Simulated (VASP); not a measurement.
# SiC4 (I4/mmm) in VASP: single point with PBE

Aim: the single point of SiC4 with PBE.

Program: VASP 6.6.1. These are calculated values, not measurements. Logs are shortened: lines on timing, memory, paths and dates and some standing lists are left out, and cuts for length are marked.

## (1) The cell of the first run

Symmetry: I4/mmm, No. 139, tetragonal system. Conventional cell: a = 4.156 Å, b = 4.156 Å, c = 5.679 Å, α = 90.00°, β = 90.00°, γ = 90.00°. Within 2.5 Å of Si (site symmetry 4/mmm) lie 4 C at 1.90 Å. Within 2.0 Å of C (site symmetry m2m) lie 2 C at 1.47 Å and 1 Si at 1.90 Å.

## (2) Single point, PBE

Contents of INCAR:

```
ALGO     = Normal         # electronic algorithm
EDIFF    = 1E-6           # SCF threshold, eV
ENCUT    = 1300           # plane-wave cutoff, eV
GGA      = PE             # functional
GGA_COMPAT= F            
ISIF     = 2              # what is computed and relaxed
ISMEAR   = 0              # smearing method
LASPH    = T              # aspherical terms in the spheres
LCHARG   = F              # write CHGCAR
LREAL    = F              # projectors in reciprocal space
LWAVE    = F              # write WAVECAR
NBANDS   = 18             # bands
NELM     = 120            # most SCF steps
PREC     = Accurate       # precision mode
SIGMA    = 0.1            # smearing width, eV
```

Contents of KPOINTS:

```
k-points
0
Gamma
  6 6 6
```

Contents of POSCAR:

```
SiC4
1.0
   -2.0782062708      2.0782062708      2.8393969137
    2.0782062708     -2.0782062708      2.8393969137
    2.0782062708      2.0782062708     -2.8393969137
Si C
1 4
Direct
    0.0000000000      0.0000000000      0.0000000000
    0.6769453615      0.6769488868      0.3538942484
    0.3230546385      0.3230511132      0.6461057516
    0.6769488868      0.3230546385      0.0000035253
    0.3230511132      0.6769453615      0.9999964747
```

Potentials or basis: VASP PAW PBE potentials, release 64 (Si, C_h).

On the command line:

```
cat potpaw_PBE.64/Si/POTCAR potpaw_PBE.64/C_h/POTCAR > POTCAR
mpirun -np 1 vasp_std > vasp.out
```

OUTCAR:

```text
EDIFF = 1E-6
   ENCUT = 1300
   GGA = PE
   ISIF = 2
   ISMEAR = 0
   LASPH = T
   LREAL = F
   NELM = 120
   PREC = Accurate

 ion  position               nearest neighbor table
   1  0.000  0.000  0.000-   3 1.90   2 1.90   5 1.90   4 1.90
   2  0.677  0.677  0.354-   4 1.47   5 1.47   1 1.90
   3  0.323  0.323  0.646-   5 1.47   4 1.47   1 1.90
   4  0.677  0.323  0.000-   2 1.47   3 1.47   1 1.90
   5  0.323  0.677  1.000-   3 1.47   2 1.47   1 1.90

  LATTYP: Found a body centered tetragonal cell.
 ALAT       =     4.1564125416
 C/A-ratio  =     1.3662729025

  Lattice vectors:

 A1 = (  -2.0782062708,   2.0782062708,   2.8393969137)
 A2 = (   2.0782062708,  -2.0782062708,   2.8393969137)
 A3 = (   2.0782062708,   2.0782062708,  -2.8393969137)

Analysis of symmetry for initial positions (statically):
=====================================================================
 Subroutine PRICEL returns:
 Original cell was already a primitive cell.

 Routine SETGRP: Setting up the symmetry group for a
 body centered tetragonal supercell.

 Subroutine GETGRP returns: Found 16 space group operations
 (whereof 16 operations were pure point group operations)
 out of a pool of 16 trial point group operations.

The static configuration has the point symmetry D_4h.

Analysis of symmetry for dynamics (positions and initial velocities):
=====================================================================
 Subroutine PRICEL returns:
 Original cell was already a primitive cell.

 Routine SETGRP: Setting up the symmetry group for a
 body centered tetragonal supercell.

 Subroutine GETGRP returns: Found 16 space group operations
 (whereof 16 operations were pure point group operations)
 out of a pool of 16 trial point group operations.

The dynamic configuration has the point symmetry D_4h.

 Subroutine INISYM returns: Found 16 space group operations
 (whereof 16 operations are pure point group operations),
 and found     1 'primitive' translations

----------------------------------------------------------------------------------------

                                     Primitive cell

  volume of cell :      49.0528

  direct lattice vectors                    reciprocal lattice vectors
    -2.078206271  2.078206271  2.839396914     0.000000000  0.240592095  0.176093732
     2.078206271 -2.078206271  2.839396914     0.240592095  0.000000000  0.176093732
     2.078206271  2.078206271 -2.839396914     0.240592095  0.240592095  0.000000000

  length of vectors
     4.086570376  4.086570376  4.086570376     0.298150228  0.298150228  0.340248603

  position of ions in fractional coordinates (direct lattice)
     0.000000000  0.000000000  0.000000000
     0.676945362  0.676948887  0.353894248
     0.323054638  0.323051113  0.646105752
     0.676948887  0.323054638  0.000003525
     0.323051113  0.676945362  0.999996475

  ion indices of the primitive-cell ions
   primitive index   ion index
                 1           1
                 2           2
                 3           3
                 4           4
                 5           5

----------------------------------------------------------------------------------------

 KPOINTS: k-points

Automatic generation of k-mesh.
 Grid dimensions read from file:
 generate k-points for:    6    6    6

 Generating k-lattice:

  Cartesian coordinates                     Fractional coordinates (reciprocal lattice)
     0.000000000  0.040098682  0.029348955     0.166666667  0.000000000  0.000000000
     0.040098682  0.000000000  0.029348955     0.000000000  0.166666667  0.000000000
     0.040098682  0.040098682  0.000000000     0.000000000  0.000000000  0.166666667

  Length of vectors
     0.049691705  0.049691705  0.056708101

  Shift w.r.t. Gamma in fractional coordinates (k-lattice)
     0.000000000  0.000000000  0.000000000

 Subroutine IBZKPT returns following result:
 ===========================================

 Found     30 irreducible k-points:

 Following reciprocal coordinates:
            Coordinates               Weight
  0.000000  0.000000  0.000000      1.000000
  0.166667  0.000000  0.000000      8.000000
  0.333333  0.000000  0.000000      8.000000
  0.500000 -0.000000  0.000000      4.000000
  0.166667  0.166667  0.000000      8.000000
  0.333333  0.166667  0.000000     16.000000
[... 16 lines left out ...]
 -0.333333 -0.333333  0.166667      8.000000
 -0.166667 -0.333333  0.166667      8.000000
 [... further k-points ...]
   k-points           NKPTS =     30   k-points in BZ     NKDIM =     30   number of bands    NBANDS=     18
   number of dos      NEDOS =    301   number of ions     NIONS =      5
   total plane-waves  NPLWV = 110592
   dimension x,y,z NGX =    48 NGY =   48 NGZ =   48
   dimension x,y,z NGXF=    96 NGYF=   96 NGZF=   96
   ions per type =               1   4
   NGX,Y,Z   is equivalent  to a cutoff of  19.53, 19.53, 19.53 a.u.
   NGXF,Y,Z  is equivalent  to a cutoff of  39.05, 39.05, 39.05 a.u.
 SYSTEM =  unknown system
   PREC   = accura    normal or accurate (medium, high low for compatibility)
   ISTART =      0    job   : 0-new  1-cont  2-samecut
   ICHARG =      2    charge: 1-file 2-atom 10-const
   ISPIN  =      1    spin polarized calculation?
   LNONCOLLINEAR =      F non collinear calculations
   LSORBIT =      F    spin-orbit coupling
   LASPH  =      T    aspherical Exc in radial PAW
   ENCUT  = 1300.0 eV  95.55 Ry    9.77 a.u.  12.01 12.01 12.01*2*pi/ulx,y,z
   NELM   =    120;   NELMIN=  2; NELMDL= -5     # of ELM steps
   EDIFF  = 0.1E-05   stopping-criterion for ELM
   LREAL  =      F    real-space projection
   EDIFFG = 0.1E-04   stopping-criterion for IOM
   NSW    =      0    number of steps for IOM
   IBRION =     -1    ionic relax: 0-MD 1-quasi-New 2-CG
   NFREE  =      0    steps in history (QN), initial steepest desc. (CG)
   ISIF   =      2    stress and relaxation
   ISYM   =      2    0-nonsym 1-usesym 2-fastsym
   POTIM  = 0.5000    time-step for ionic-motion
   TEBEG  =    0.0;   TEEND  =   0.0 temperature during run
   PSTRESS=    0.0 pullay stress
   NELECT =      20.0000    total number of electrons
   NUPDOWN=      -1.0000    fix difference up-down
   EMIN   =  10.00;   EMAX   =-10.00  energy-range for DOS
   EFERMI =   0.00;   METHOD = LEGACY
   ISMEAR =     0;   SIGMA  =   0.10  broadening in eV -4-tet -1-fermi 0-gaus
   EFERMI_NEDOS =   21; number of points for ismear=-14 and -15
   IALGO  =     38    algorithm
   IMIX   =      4    mixing-type and parameters
     AMIX     =   0.40;   BMIX     =  1.00
     AMIX_MAG =   1.60;   BMIX_MAG =  1.00
  volume/ion in A,a.u.               =       9.81        66.20
  Fermi-wavevector in a.u.,A,eV,Ry     =   1.213939  2.294013 20.050212  1.473649
  Thomas-Fermi vector in A             =   2.349375
   LORBIT       =      0    0 simple, 1 ext, 2 COOP (PROOUT), +10 PAW based schemes
   GGA     = PE    functional components
   LHFCALC =     F    Hartree Fock is set to
   AEXX    =    0.0000 exact exchange contribution
   IVDW    =     0    specifies the selected vdW correction
   LEPSILON=     F    determine dielectric tensor
   LRPA    =     F    only Hartree local field effects (RPA)
 non-spin polarized calculation
 Gauss-broadening in eV      SIGMA  =   0.10
  energy-cutoff  :     1300.00
  volume of cell :       49.05
 maximum number of plane-waves:      5257
   NGX = 25   NGY = 25   NGZ = 25

 number of electron      20.0000000 magnetization

 Free energy of the ion-electron system (eV)
  ---------------------------------------------------
  ext. energy  EPLUGINS =         0.00000000
  ---------------------------------------------------
  free energy    TOTEN  =       -36.54049209 eV

  energy without entropy =      -36.53542011  energy(sigma->0) =      -36.53795610

 E-fermi :   6.2311     XC(G=0): -10.9202

 val. band max:        6.1284750722   @ k =  -0.3333   0.3333   0.1667
 cond. band min:       6.2734116685   @ k =  -0.3333   0.5000   0.1667
 fundamental gap:      0.1449365963
 Fermi energy:         6.2311275792

 k-point     1 :       0.0000    0.0000    0.0000
  band No.  band energies     occupation
      1     -11.8862      2.00000
      2      -3.8937      2.00000
      3      -3.2884      2.00000
      4      -3.2884      2.00000
      5       0.0346      2.00000
      6       2.5310      2.00000
[... 10 lines left out ...]
     17      17.7196      0.00000
     18      17.7196      0.00000

 k-point     2 :       0.1667    0.0000    0.0000
  band No.  band energies     occupation
      1     -11.7449      2.00000
      2      -4.9353      2.00000
      3      -3.2977      2.00000
      4      -2.4568      2.00000
      5       0.3498      2.00000
      6       1.2947      2.00000
[... 10 lines left out ...]
     17      15.7938      0.00000
     18      17.6215      0.00000

 k-point     3 :       0.3333    0.0000    0.0000
  band No.  band energies     occupation
      1     -11.4192      2.00000
      2      -6.0538      2.00000
      3      -3.3056      2.00000
      4      -1.7127      2.00000
      5       0.3329      2.00000
      6       0.3816      2.00000
[... 10 lines left out ...]
     17      17.0118      0.00000
     18      17.4111      0.00000

 k-point     4 :       0.5000   -0.0000    0.0000
  band No.  band energies     occupation
      1     -11.2258      2.00000
      2      -6.5319      2.00000
      3      -3.3034      2.00000
      4      -1.2945      2.00000
      5      -0.1404      2.00000
      6      -0.0141      2.00000
[... 375 lines left out ...]
      4      -1.9549      2.00000
      5       0.1643      2.00000
      6       0.5379      2.00000
[... 10 lines left out ...]
     17      17.0556      0.00000
     18      18.3980      0.00000

 k-point    23 :      -0.3333   -0.3333    0.1667
  band No.  band energies     occupation
      1     -11.2728      2.00000
      2      -5.3574      2.00000
      3      -4.5343      2.00000
      4      -1.9441      2.00000
      5       0.0968      2.00000
      6       0.3519      2.00000
[... 10 lines left out ...]
     17      17.4017      0.00000
     18      17.4908      0.00000

 k-point    24 :      -0.1667   -0.3333    0.1667
  band No.  band energies     occupation
      1     -11.4827      2.00000
      2      -5.1780      2.00000
      3      -3.6571      2.00000
      4      -2.7659      2.00000
      5       0.1154      2.00000
      6       0.9394      2.00000
[... 10 lines left out ...]
     17      17.6708      0.00000
     18      17.8452      0.00000

 [... further k-points ...]

------------------------ aborting loop because EDIFF is reached ----------------------------------------

  FORCE on cell =-STRESS in cart. coord.  units (eV):
  Direction    XX          YY          ZZ          XY          YZ          ZX
  --------------------------------------------------------------------------------------
  -------------------------------------------------------------------------------------
  Total       -0.0837901     -0.0837901      0.0536174      0.0000000      0.0000000      0.0000000
  in kB       -2.7367811     -2.7367811      1.7512703      0.0000000      0.0000000      0.0000000
  external PRESSURE =      -1.2407640 kB  Pullay stress =       0.0000000 kB

 VOLUME and BASIS-vectors are now :
 -----------------------------------------------------------------------------
  energy-cutoff  :     1300.00
  volume of cell :       49.05
      direct lattice vectors                 reciprocal lattice vectors
    -2.078206271  2.078206271  2.839396914     0.000000000  0.240592095  0.176093732
     2.078206271 -2.078206271  2.839396914     0.240592095  0.000000000  0.176093732
     2.078206271  2.078206271 -2.839396914     0.240592095  0.240592095  0.000000000

 POSITION                                       TOTAL-FORCE (eV/Angst)
 -----------------------------------------------------------------------------------
      0.00000      0.00000      0.00000         0.000000     -0.000000      0.000000
      0.73547      0.73546      2.83940         0.005856      0.005856      0.000000
      1.34273      1.34275      0.00000        -0.005856     -0.005856     -0.000000
     -0.73546      0.73547      2.83940        -0.005856      0.005856      0.000000
      2.81366      1.34273      0.00000         0.005856     -0.005856     -0.000000
 -----------------------------------------------------------------------------------
    total drift:                                0.000000      0.000000      0.000000

  FREE ENERGIE OF THE ION-ELECTRON SYSTEM (eV)
  ---------------------------------------------------
  free  energy   TOTEN  =       -36.5404920939 eV

  energy  without entropy=      -36.5354201063  energy(sigma->0) =      -36.53795610
```

Run time: 85 s. Hardware: 1 thread of Intel Xeon Platinum 8488C (Sapphire Rapids), shared host; peak memory 0.35 GiB.

Results:

| Item | Value |
| --- | --- |
| Free energy | -36.5405 eV |
| Pressure | -0.1 GPa |
| Largest force | 0.008 eV/Å |
| Band gap on the k mesh | zero (bands 10 and 11 overlap by 3.44 eV) |

Forces on the atoms (eV/Å):
```
Si   0.000  0.000  0.000
C    0.006  0.006  0.000
C   -0.006 -0.006  0.000
C   -0.006  0.006  0.000
C    0.006 -0.006  0.000
```

Levels at points of the mesh, in eV from the Fermi level:
| k point | band 8 | band 9 | band 10 | band 11 | band 12 | band 13 |
| --- | --- | --- | --- | --- | --- | --- |
| (0.00, 0.00, 0.00) | -3.64 | -3.40 | -1.12 | -1.12 | 1.85 | 3.67 |
| (0.50, 0.00, 0.00) | -4.09 | -1.92 | 0.21 | 1.24 | 4.39 | 4.69 |
| (0.50, 0.50, 0.00) | -2.30 | -1.98 | -1.80 | 1.74 | 1.97 | 4.96 |
| (0.50, 0.50, 0.50) | -3.44 | -2.48 | 2.32 | 2.32 | 3.31 | 4.85 |

The gap in the log of VASP goes by the Fermi energy; the results here count the filled bands.